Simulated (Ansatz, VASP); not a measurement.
ScBe4Al2B3: VASP beside Ansatz

```xyz
10
Lattice="4.1321 0.0000 0.0000 -2.0661 3.5785 0.0000 0.0000 0.0000 8.6666" Properties=species:S:1:pos:R:3 pbc="T T T"
Sc    2.0661    1.1928    0.0000
Be    0.0000    2.3857    6.6800
Be    0.0000    2.3857    1.9866
Be    0.0000    2.3857    0.0000
Be    0.0000    0.0000    4.3333
Al    0.0000    0.0000    0.0000
Al    0.0000    2.3857    4.3333
B     0.0000    0.0000    2.3220
B     0.0000    0.0000    6.3446
B     2.0661    1.1928    4.3333
```

Alike in both runs: functional PBE; k mesh 12 × 12 × 6; occupations gaussian, width 0.1 eV; no spin polarisation.

Ansatz relaxed the structure, and its values are those at the end. VASP's run is a single point on that final structure, the one shown.

|  | VASP | Ansatz |
| --- | --- | --- |
| version | VASP 6.6.1 | Ansatz 0.2.0 |
| potentials or method | VASP PAW PBE potentials, release 64 (Sc_sv, Be, Al, B), cutoff 520 eV | scalar-relativistic, plane waves, PAW |
| valence electrons in the cell | 34 | 34 |

|  | VASP | Ansatz | Ansatz less VASP |
| --- | --- | --- | --- |
| gap on the k mesh at the Fermi level (eV) | none | none | - |
| pressure (GPa) | 0.1 | 0.0 | -0.07 |
| rms of the force components (eV/Å) | 0.004 | 0.001 | -0.0025 |

A gap of «none» marks a metal or a gap that the smearing closes.
